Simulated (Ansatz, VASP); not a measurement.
## SnO: VASP beside Ansatz

The input INCAR:

```
  ALGO = Normal
  EDIFF = 1E-6
  ENCUT = 520
  GGA = PS
  ISIF = 2
  ISMEAR = 0
  LASPH = T
  LCHARG = F
  LREAL = F
  LWAVE = F
  NBANDS = 28
  NELM = 80
  PREC = Accurate
  SIGMA = 0.15
```

The input KPOINTS:

```
k-points
0
Gamma
  12 12 10
```

Contents of POSCAR:

```
SnO
1.0
    4.0318032065      0.0000000000      0.0000000000
    0.0000000000      4.0318032065      0.0000000000
    0.0000000000      0.0000000000      4.7373687676
Sn O
2 2
Direct
    0.0000000000      0.5000000000      0.2425296443
    0.5000000000      0.0000000000      0.7574703557
    0.0000000000      0.0000000000      0.0000000000
    0.5000000000      0.5000000000      0.0000000000
```

Input for Ansatz:

```yaml
crystal:
  lattice:
    - [4.0318032065, 0.0, 0.0]
    - [0.0, 4.0318032065, 0.0]
    - [0.0, 0.0, 4.7373687676]
  atoms:
    - { symbol: Sn, position: [0.0, 0.5, 0.2425296443] }
    - { symbol: Sn, position: [0.5, 0.0, 0.7574703557] }
    - { symbol: O, position: [0.0, 0.0, 0.0] }
    - { symbol: O, position: [0.5, 0.5, 0.0] }
basis:
  ecutwfc: 520.0
kpoints:
  mp_grid: { grid: [12, 12, 10] }
hamiltonian:
  xc: pbesol
scf:
  occupations: { method: gaussian, width: 0.15 }
output:
  forces: true
  stress: true
  eigenvalues: true
```

Alike in both runs: task single point; functional PBEsol; k mesh 12 × 12 × 10; occupations gaussian, width 0.15 eV; no spin polarisation.

|  | VASP | Ansatz |
| --- | --- | --- |
| version | VASP 6.6.1 | Ansatz 0.2.0 |
| potentials or method | VASP PAW PBE potentials, release 64 (Sn_d, O), cutoff 520 eV | scalar-relativistic, plane waves, PAW |
| valence electrons in the cell | 40 | 40 |

```csv
,VASP,Ansatz,Ansatz less VASP
gap on the k mesh at the Fermi level (eV),0.54,0.53,-0.005
least direct gap on the mesh (eV),1.82,1.84,+0.011
pressure (GPa),-9.0,-9.1,-0.15
"traceless stress, the component that is largest in VASP (GPa)",3.80,3.81,+0.014
rms of the force components (eV/Å),0.390,0.416,+0.0262
```

VASP's potentials were made for PBE, not for PBEsol. Atom by atom the forces differ by 0.026 eV/Å (rms over components).
